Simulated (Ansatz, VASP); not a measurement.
## As in VASP and in Ansatz

The input INCAR:

```
PREC = Accurate
ENCUT = 400
EDIFF = 1E-6
ISMEAR = 0
SIGMA = 0.04
LREAL = False
LASPH = True
NELM = 120
ALGO = Normal
ISIF = 2
LWAVE = False
LCHARG = True
LDIPOL = True
IDIPOL = 3
DIPOL = 0.5 0.5 0.630
GGA = PE
IVDW = 13
LELF = True
LVHAR = True
LVACPOTAV = True
NBANDS = 24
GGA_COMPAT = False
NELMDL = -8
```

Contents of KPOINTS:

```
regular mesh
0
Gamma
  6 6 1
```

File POSCAR:

```
As
1.0
   -0.0000000286      6.1757517523      0.0000000000
   -5.3483578907     -3.0878759009      0.0000000000
    0.0000000000      0.0000000000     22.2899204064
As
6
Direct
    0.6190476420      0.5238094691      0.5955422622
    0.2857143086      0.8571428025      0.5947940414
    0.9523809753      0.1904761358      0.6017473915
    0.2911808271      0.1880273416      0.6616859736
    0.9548297695      0.5317247817      0.6616859736
    0.6111323294      0.8516762840      0.6616859736
```

Input for Ansatz:

```yaml
crystal:
  lattice:
    - [-2.86e-08, 6.1757517523, 0.0]
    - [-5.3483578907, -3.0878759009, 0.0]
    - [0.0, 0.0, 22.2899204064]
  atoms:
    - { symbol: As, position: [0.619047642, 0.5238094691, 0.5955422622] }
    - { symbol: As, position: [0.2857143086, 0.8571428025, 0.5947940414] }
    - { symbol: As, position: [0.9523809753, 0.1904761358, 0.6017473915] }
    - { symbol: As, position: [0.2911808271, 0.1880273416, 0.6616859736] }
    - { symbol: As, position: [0.9548297695, 0.5317247817, 0.6616859736] }
    - { symbol: As, position: [0.6111323294, 0.851676284, 0.6616859736] }
basis:
  ecutwfc: 420
kpoints:
  mp_grid: { grid: [6, 6, 1] }
hamiltonian:
  xc: pbe
  dispersion: d4
  pseudopotentials: { kind: paw, azcp: { folder: soft_1 } }
scf:
  occupations: { method: gaussian, width: 0.04 }
  n_extra_bands: 8
  max_iter: 160
output:
  forces: true
  eigenvalues: true
  write_density: true
  write_potential: true
  elf: true
  volumetric_format: npy
efield:
  axis: 3
  dipole_correction: true
```

Alike in both runs: task single point; functional PBE; dispersion D4; k mesh 6 × 6 × 1; occupations gaussian, width 0.04 eV; no spin polarisation.

```csv
,VASP,Ansatz
version,VASP 6.6.1,Ansatz 0.2.0
potentials or method,"VASP PAW PBE potentials, release 64 (As), cutoff 400 eV","scalar-relativistic, plane waves, PAW"
valence electrons in the cell,30,90
```

VASP gave:

```
gap on the k mesh at the Fermi level (eV) : 1.37
least direct gap on the mesh (eV)         : 1.62
rms of the force components (eV/Å)        : 0.256
```

Q: Estimate Ansatz's values.

A: gap on the k mesh at the Fermi level (eV): 1.37; least direct gap on the mesh (eV): 1.61; rms of the force components (eV/Å): 0.294.

Atom by atom the forces differ by 0.044 eV/Å (rms over components). VASP's potentials hold 30 valence electrons a cell and Ansatz's 90, so a difference there can come from the potentials and not from the codes.
